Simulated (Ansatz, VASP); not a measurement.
## Two plane-wave programs on ZnO

```
CELL_PARAMETERS angstrom
5.60669 0.00000 0.00000
0.00000 5.60997 0.00000
0.00000 0.00000 3.27914
ATOMIC_POSITIONS crystal
Zn 0.18177 0.18160 0.50000
Zn 0.81823 0.81840 0.50000
Zn 0.68177 0.31840 0.00000
Zn 0.31823 0.68160 0.00000
O 0.81834 0.18147 0.50000
O 0.18166 0.81853 0.50000
O 0.68166 0.68147 0.00000
O 0.31834 0.31853 0.00000
```

Alike in both runs: functional PBE; k mesh 6 × 6 × 8; occupations gaussian, width 0.05 eV; no spin polarisation.

Ansatz relaxed the structure, and its values are those at the end. VASP's run is a single point on that final structure, the one shown.

```csv
,VASP,Ansatz
version,VASP 6.6.1,Ansatz 0.2.0
potentials or method,"VASP PAW PBE potentials, release 64 (Zn, O), cutoff 520 eV","scalar-relativistic, plane waves, PAW"
valence electrons in the cell,72,72
```

|  | VASP | Ansatz | Ansatz less VASP |
| --- | --- | --- | --- |
| gap on the k mesh at the Fermi level (eV) | 0.74 | 0.76 | +0.014 |
| least direct gap on the mesh (eV) | 0.74 | 0.76 | +0.014 |
| pressure (GPa) | 0.9 | 0.0 | -0.89 |

With one functional, cell and mesh, what is left measures potentials, basis and numerics.
